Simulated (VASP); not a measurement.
# TaN (NiAs type) (P6_3/mmc) in VASP: a series of runs

TaN (NiAs type) is run at these levels: PBE; tasks: single point.

Program: VASP 6.6.1. These are calculated values, not measurements. Logs are shortened: lines on timing, memory, paths and dates and some standing lists are left out, and cuts for length are marked.

**1. The cell of the first run**

Symmetry: P6_3/mmc, No. 194, hexagonal system. Conventional cell: a = 2.326 Å, b = 2.326 Å, c = 5.119 Å, α = 90.00°, β = 90.00°, γ = 120.00°. Ta (site symmetry -3m) has 6 N at 1.85 Å and 8 Ta at 2.33 to 2.56 Å within 2.6 Å. N (site symmetry -6m2) has 6 Ta at 1.85 Å and 6 N at 2.33 Å within 2.5 Å.

**2. Single point, PBE (6.00 Å³/atom)**

Contents of POSCAR:

```
TaN
1.0
    2.3257911335      0.0000000000      0.0000000000
   -1.1628955668      2.0141942055      0.0000000000
    0.0000000000      0.0000000000      5.1190511236
Ta N
2 2
Direct
    0.0000000000      0.0000000000      0.0000000000
    0.0000000000      0.0000000000      0.5000000000
    0.3333333333      0.6666666667      0.2500000000
    0.6666666667      0.3333333333      0.7500000000
```

Contents of INCAR.step1:

```
PREC = Accurate ; ENCUT = 520
EDIFF = 1E-6 ; ISMEAR = -1
SIGMA = 0.08 ; LREAL = False
LASPH = True ; NELM = 80
ALGO = Normal ; ISIF = 2
LWAVE = False ; LCHARG = True
LMAXMIX = 4 ; GGA = PE
NBANDS = 24
```

Contents of KPOINTS.step1:

```
regular mesh
0
Gamma
  11 11 6
```

Contents of INCAR.step2:

```
PREC = Accurate ; ENCUT = 520
EDIFF = 1E-6 ; ISMEAR = -5
SIGMA = 0.08 ; LREAL = False
LASPH = True ; NELM = 80
ALGO = Normal ; ISIF = 2
LWAVE = False ; LCHARG = False
LMAXMIX = 4 ; GGA = PE
LORBIT = 11 ; NBANDS = 24
NEDOS = 2001 ; ICHARG = 11
```

Contents of KPOINTS.step2:

```
regular mesh
0
Gamma
  17 17 9
```

Potentials or basis: VASP PAW PBE potentials, release 64 (Ta_pv, N).

Command:

```console
cat potpaw_PBE.64/Ta_pv/POTCAR potpaw_PBE.64/N/POTCAR > POTCAR
cp INCAR.step1 INCAR
cp KPOINTS.step1 KPOINTS
mpirun -np 1 vasp_std > vasp.out
cp INCAR.step2 INCAR
cp KPOINTS.step2 KPOINTS
mpirun -np 1 vasp_std > vasp.out
```

OUTCAR:

```text
PREC = Accurate
   ENCUT = 520
   EDIFF = 1E-6
   ISMEAR = -5
   LREAL = False
   LASPH = True
   NELM = 80
   ISIF = 2
   GGA = PE
   LORBIT = 11
   ICHARG = 11

 ion  position               nearest neighbor table
   1  0.000  0.000  0.000-   3 1.85   4 1.85   4 1.85   3 1.85   4 1.85   3 1.85   2 2.56   2 2.56
                             2 3.46   2 3.46   2 3.46   2 3.46   2 3.46   2 3.46   2 3.46   2 3.46
   2  0.000  0.000  0.500-   3 1.85   4 1.85   4 1.85   3 1.85   4 1.85   3 1.85   1 2.56   1 2.56
                             1 3.46   1 3.46   1 3.46   1 3.46   1 3.46   1 3.46   1 3.46   1 3.46
   3  0.333  0.667  0.250-   1 1.85   2 1.85   1 1.85   2 1.85   1 1.85   2 1.85
   4  0.667  0.333  0.750-   1 1.85   2 1.85   1 1.85   2 1.85   1 1.85   2 1.85

  LATTYP: Found a hexagonal cell.
 ALAT       =     2.3257911335
 C/A-ratio  =     2.2009934813

  Lattice vectors:

 A1 = (   2.3257911335,   0.0000000000,   0.0000000000)
 A2 = (  -1.1628955668,   2.0141942055,   0.0000000000)
 A3 = (   0.0000000000,   0.0000000000,   5.1190511236)

Analysis of symmetry for initial positions (statically):
=====================================================================
 Subroutine PRICEL returns:
 Original cell was already a primitive cell.

 Routine SETGRP: Setting up the symmetry group for a
 hexagonal supercell.

 Subroutine GETGRP returns: Found 24 space group operations
 (whereof 12 operations were pure point group operations)
 out of a pool of 24 trial point group operations.

The static configuration has the point symmetry D_3d.
 The point group associated with its full space group is D_6h.

Analysis of symmetry for dynamics (positions and initial velocities):
=====================================================================
 Subroutine PRICEL returns:
 Original cell was already a primitive cell.

 Routine SETGRP: Setting up the symmetry group for a
 hexagonal supercell.

 Subroutine GETGRP returns: Found 24 space group operations
 (whereof 12 operations were pure point group operations)
 out of a pool of 24 trial point group operations.

The dynamic configuration has the point symmetry D_3d.
 The point group associated with its full space group is D_6h.

 Subroutine INISYM returns: Found 24 space group operations
 (whereof 12 operations are pure point group operations),
 and found     1 'primitive' translations

----------------------------------------------------------------------------------------

                                     Primitive cell

  volume of cell :      23.9807

[... 105 lines left out ...]
   NELECT =      32.0000    total number of electrons
   NUPDOWN=      -1.0000    fix difference up-down
   EMIN   =  10.00;   EMAX   =-10.00  energy-range for DOS
   EFERMI =   0.00;   METHOD = LEGACY
   ISMEAR =    -5;   SIGMA  =   0.08  broadening in eV -4-tet -1-fermi 0-gaus
   EFERMI_NEDOS =   21; number of points for ismear=-14 and -15
   IALGO  =     38    algorithm
   IMIX   =      4    mixing-type and parameters
     AMIX     =   0.40;   BMIX     =  1.00
     AMIX_MAG =   1.60;   BMIX_MAG =  1.00
  volume/ion in A,a.u.               =       6.00        40.46
  Fermi-wavevector in a.u.,A,eV,Ry     =   1.802344  3.405936 44.197755  3.248443
  Thomas-Fermi vector in A             =   2.862679
   LORBIT       =     11    0 simple, 1 ext, 2 COOP (PROOUT), +10 PAW based schemes
   GGA     = PE    functional components
   LHFCALC =     F    Hartree Fock is set to
   AEXX    =    0.0000 exact exchange contribution
   IVDW    =     0    specifies the selected vdW correction
   LEPSILON=     F    determine dielectric tensor
   LRPA    =     F    only Hartree local field effects (RPA)
 non-spin polarized calculation
 Fermi weights with tetrahedron method with Bloechl corrections
  energy-cutoff  :      520.00
  volume of cell :       23.98
 maximum number of plane-waves:       679
 NGX is ok and might be reduce to    18

 number of electron      31.9999998 magnetization

 Free energy of the ion-electron system (eV)
  ---------------------------------------------------
  ext. energy  EPLUGINS =         0.00000000
  ---------------------------------------------------
  free energy    TOTEN  =       -18.60367212 eV

  energy without entropy =      -18.60367212  energy(sigma->0) =      -18.60367212

 E-fermi :  15.3408     XC(G=0): -16.8813

 val. band max:       15.3654561887   @ k =   0.0588   0.0588   0.2222
 cond. band min:      14.9805630330   @ k =   0.1765   0.1765   0.2222
 fundamental gap:     -0.3848931557
 Fermi energy:        15.3408172099

 k-point     1 :       0.0000    0.0000    0.0000
  band No.  band energies     occupation
      1     -23.0290      2.00000
      2     -19.3499      2.00000
      3     -16.5537      2.00000
      4     -16.5537      2.00000
      5     -16.2640      2.00000
      6     -16.2640      2.00000
[... 637 lines left out ...]
     23      27.4843      0.00000
     24      27.9151      0.00000

 [... further k-points ...]

------------------------ aborting loop because EDIFF is reached ----------------------------------------

  FORCE on cell =-STRESS in cart. coord.  units (eV):
  Direction    XX          YY          ZZ          XY          YZ          ZX
  --------------------------------------------------------------------------------------
  -------------------------------------------------------------------------------------
  Total      103.6237483    103.6237483    103.0851837     -0.0000000     -0.0000000      0.0000000
  in kB     6923.2236354   6923.2236354   6887.2415054     -0.0000002     -0.0000000      0.0000000
  external PRESSURE =    6911.2295921 kB  Pullay stress =       0.0000000 kB

 VOLUME and BASIS-vectors are now :
 -----------------------------------------------------------------------------
  energy-cutoff  :      520.00
  volume of cell :       23.98
      direct lattice vectors                 reciprocal lattice vectors
     2.325791134  0.000000000  0.000000000     0.429961223  0.248238228  0.000000000
    -1.162895567  2.014194205  0.000000000     0.000000000  0.496476456  0.000000000
     0.000000000  0.000000000  5.119051124     0.000000000  0.000000000  0.195348703

 POSITION                                       TOTAL-FORCE (eV/Angst)
 -----------------------------------------------------------------------------------
      0.00000      0.00000      0.00000         0.000000      0.000000     -0.000000
      0.00000      0.00000      2.55953         0.000000      0.000000     -0.000000
     -0.00000      1.34280      1.27976        -0.000000      0.000000      0.000000
      1.16290      0.67140      3.83929         0.000000     -0.000000      0.000000
 -----------------------------------------------------------------------------------
    total drift:                               -0.000000      0.000000      0.000000

  FREE ENERGIE OF THE ION-ELECTRON SYSTEM (eV)
  ---------------------------------------------------
  free  energy   TOTEN  =       -18.6036721158 eV

  energy  without entropy=      -18.6036721158  energy(sigma->0) =      -18.60367212

 total charge

# of ion       s       p       d       tot
------------------------------------------
    1        0.561   6.781   3.999  11.341
    2        0.561   6.781   3.999  11.341
    3        1.351   3.038   0.000   4.389
    4        1.351   3.038   0.000   4.389
--------------------------------------------------
tot          3.823  19.638   7.998  31.459
```

OUTCAR.step1:

```text
PREC = Accurate
   ENCUT = 520
   EDIFF = 1E-6
   ISMEAR = -1
   LREAL = False
   LASPH = True
[... 881 lines left out ...]
      0.00000      0.00000      2.55953        -0.000000      0.000000      0.000000
     -0.00000      1.34280      1.27976        -0.000000      0.000000     -0.000000
      1.16290      0.67140      3.83929         0.000000     -0.000000      0.000000
 -----------------------------------------------------------------------------------
    total drift:                                0.000000     -0.000000      0.000000

  FREE ENERGIE OF THE ION-ELECTRON SYSTEM (eV)
  ---------------------------------------------------
  free  energy   TOTEN  =       -18.6146746012 eV

  energy  without entropy=      -18.6015030457  energy(sigma->0) =      -18.60808882
```

OSZICAR.step1:

```text
N       E                     dE             d eps       ncg     rms          rms(c)
DAV:   1     0.301489393149E+03    0.30149E+03   -0.17354E+04  3072   0.155E+03
DAV:   2    -0.135095083362E+02   -0.31500E+03   -0.29988E+03  3536   0.460E+02
DAV:   3    -0.259609798005E+02   -0.12451E+02   -0.12318E+02  3864   0.908E+01
DAV:   4    -0.260416926872E+02   -0.80713E-01   -0.80680E-01  3280   0.733E+00
DAV:   5    -0.260423674894E+02   -0.67480E-03   -0.67477E-03  3944   0.547E-01    0.104E+02
DAV:   6    -0.190354618842E+02    0.70069E+01   -0.13015E+01  3704   0.369E+01    0.475E+01
DAV:   7    -0.186766783380E+02    0.35878E+00   -0.17956E+00  3592   0.988E+00    0.176E+01
DAV:   8    -0.186280551169E+02    0.48623E-01   -0.11821E-01  3560   0.348E+00    0.290E+00
DAV:   9    -0.186152510529E+02    0.12804E-01   -0.26411E-02  3728   0.184E+00    0.638E-01
DAV:  10    -0.186146890217E+02    0.56203E-03   -0.14779E-03  3720   0.321E-01    0.155E-01
DAV:  11    -0.186146739605E+02    0.15061E-04   -0.13318E-04  3632   0.851E-02    0.569E-02
DAV:  12    -0.186146746012E+02   -0.64070E-06   -0.30906E-06  3496   0.149E-02
   1 F= -.18614675E+02 E0= -.18608089E+02  d E =-.131716E-01
```

Wall time 96 s (1 thread of Intel Xeon Platinum 8488C (Sapphire Rapids), shared host); peak memory 0.2 GiB.

What came out:

```yaml
Valence_electrons_inside_the_program's_atomic_spheres: Ta 11.34; N 4.39
```

Caveat: spin-orbit coupling is left out, which moves the levels of the heavy elements; tetrahedron occupations give inexact forces and stress in metals.

**3. Single point, PBE (7.85 Å³/atom)**

This run uses another cell than the first one, of 7.85 Å³/atom.

Contents of POSCAR:

```
TaN
1.0
    2.5862463907      0.0000000000      0.0000000000
   -1.2931231954      2.2397550748      0.0000000000
    0.0000000000      0.0000000000      5.4195209527
Ta N
2 2
Direct
    0.0000000000      0.0000000000      0.0000000000
    0.0000000000      0.0000000000      0.5000000000
    0.3333333333      0.6666666667      0.2500000000
    0.6666666667      0.3333333333      0.7500000000
```

Contents of INCAR.step1:

```
ALGO     = Normal         # electronic algorithm
EDIFF    = 1E-7           # SCF threshold, eV
ENCUT    = 520            # plane-wave cutoff, eV
GGA      = PE             # functional
ISIF     = 2              # what is computed and relaxed
ISMEAR   = -1             # smearing method
LASPH    = True           # aspherical terms in the spheres
LCHARG   = True           # write CHGCAR
LMAXMIX  = 4              # l up to which the mixer works
LREAL    = False          # projectors in reciprocal space
LWAVE    = False          # write WAVECAR
NBANDS   = 24             # bands
NELM     = 80             # most SCF steps
PREC     = Accurate       # precision mode
SIGMA    = 0.08           # smearing width, eV
```

Contents of KPOINTS.step1:

```
k-points
0
Gamma
  11 11 6
```

Contents of INCAR.step2:

```
ALGO     = Normal         # electronic algorithm
EDIFF    = 1E-7           # SCF threshold, eV
ENCUT    = 520            # plane-wave cutoff, eV
GGA      = PE             # functional
ICHARG   = 11             # starting density
ISIF     = 2              # what is computed and relaxed
ISMEAR   = -5             # smearing method
LASPH    = True           # aspherical terms in the spheres
LCHARG   = False          # write CHGCAR
LMAXMIX  = 4              # l up to which the mixer works
LORBIT   = 11             # projections on sites
LREAL    = False          # projectors in reciprocal space
LWAVE    = False          # write WAVECAR
NBANDS   = 24             # bands
NEDOS    = 1001           # points of the DOS
NELM     = 80             # most SCF steps
PREC     = Accurate       # precision mode
SIGMA    = 0.08           # smearing width, eV
```

Contents of KPOINTS.step2:

```
k-points
0
Gamma
  17 17 9
```

Potentials or basis: VASP PAW PBE potentials, release 64 (Ta_pv, N).

Command:

```console
cat potpaw_PBE.64/Ta_pv/POTCAR potpaw_PBE.64/N/POTCAR > POTCAR
cp INCAR.step1 INCAR
cp KPOINTS.step1 KPOINTS
mpirun -np 1 vasp_std > vasp.out
cp INCAR.step2 INCAR
cp KPOINTS.step2 KPOINTS
mpirun -np 1 vasp_std > vasp.out
```

Wall time 2.2 min (1 thread of Intel Xeon Platinum 8488C (Sapphire Rapids), shared host); peak memory 0.22 GiB.

It converged, with:

```yaml
Valence_electrons_inside_the_program's_atomic_spheres: Ta 10.02; N 4.04
```

Levels at points of the mesh, in eV from the Fermi level:
| k point | band 13 | band 14 | band 15 | band 16 | band 17 | band 18 | band 19 | band 20 |
| --- | --- | --- | --- | --- | --- | --- | --- | --- |
| (0.00, 0.00, 0.00) | -3.77 | -2.05 | -2.05 | -0.41 | -0.41 | 1.00 | 1.00 | 2.82 |

Caveat: spin-orbit coupling is left out, which moves the levels of the heavy elements; tetrahedron occupations give inexact forces and stress in metals.

**4. Single point, PBE**

This run uses another cell than the first one, of 10.90 Å³/atom.

Contents of POSCAR:

```
TaN
1.0
    2.9173303815      0.0000000000      0.0000000000
   -1.4586651907      2.5264822216      0.0000000000
    0.0000000000      0.0000000000      5.9155750525
Ta N
2 2
Direct
    0.0000000000      0.0000000000      0.0000000000
    0.0000000000      0.0000000000      0.5000000000
    0.3333333333      0.6666666667      0.2500000000
    0.6666666667      0.3333333333      0.7500000000
```

Contents of INCAR.step1:

```
ALGO     = Normal         # electronic algorithm
EDIFF    = 1E-6           # SCF threshold, eV
ENCUT    = 520            # plane-wave cutoff, eV
GGA      = PE             # functional
ISIF     = 2              # what is computed and relaxed
ISMEAR   = -1             # smearing method
LASPH    = T              # aspherical terms in the spheres
LCHARG   = T              # write CHGCAR
LMAXMIX  = 4              # l up to which the mixer works
LREAL    = F              # projectors in reciprocal space
LWAVE    = F              # write WAVECAR
NBANDS   = 24             # bands
NELM     = 100            # most SCF steps
PREC     = Accurate       # precision mode
SIGMA    = 0.08           # smearing width, eV
```

KPOINTS.step1 is that of step 3.

Contents of INCAR.step2:

```
ALGO     = Normal         # electronic algorithm
EDIFF    = 1E-6           # SCF threshold, eV
ENCUT    = 520            # plane-wave cutoff, eV
GGA      = PE             # functional
ICHARG   = 11             # starting density
ISIF     = 2              # what is computed and relaxed
ISMEAR   = -5             # smearing method
LASPH    = T              # aspherical terms in the spheres
LCHARG   = F              # write CHGCAR
LMAXMIX  = 4              # l up to which the mixer works
LORBIT   = 11             # projections on sites
LREAL    = F              # projectors in reciprocal space
LWAVE    = F              # write WAVECAR
NBANDS   = 24             # bands
NEDOS    = 1001           # points of the DOS
NELM     = 100            # most SCF steps
PREC     = Accurate       # precision mode
SIGMA    = 0.08           # smearing width, eV
```

KPOINTS.step2 is that of step 3.

Command:

```console
cat potpaw_PBE.64/Ta_pv/POTCAR potpaw_PBE.64/N/POTCAR > POTCAR
cp INCAR.step1 INCAR
cp KPOINTS.step1 KPOINTS
mpirun -np 1 vasp_std > vasp.out
cp INCAR.step2 INCAR
cp KPOINTS.step2 KPOINTS
mpirun -np 1 vasp_std > vasp.out
```

Run time: 3.1 min. Hardware: 1 thread of Intel Xeon Platinum 8488C (Sapphire Rapids), shared host; peak memory 0.27 GiB.

Results (log left out):

```
Valence electrons inside the program's atomic spheres : Ta 8.98; N 3.71
```

Levels at points of the mesh, in eV from the Fermi level:
```
           k point  band 13  band 14  band 15  band 16  band 17  band 18  band 19  band 20
(0.00, 0.00, 0.00)    -3.50    -1.99    -1.99    -0.24    -0.24     0.56     0.56     2.32
```

Caveat: spin-orbit coupling is left out, which moves the levels of the heavy elements; tetrahedron occupations give inexact forces and stress in metals.
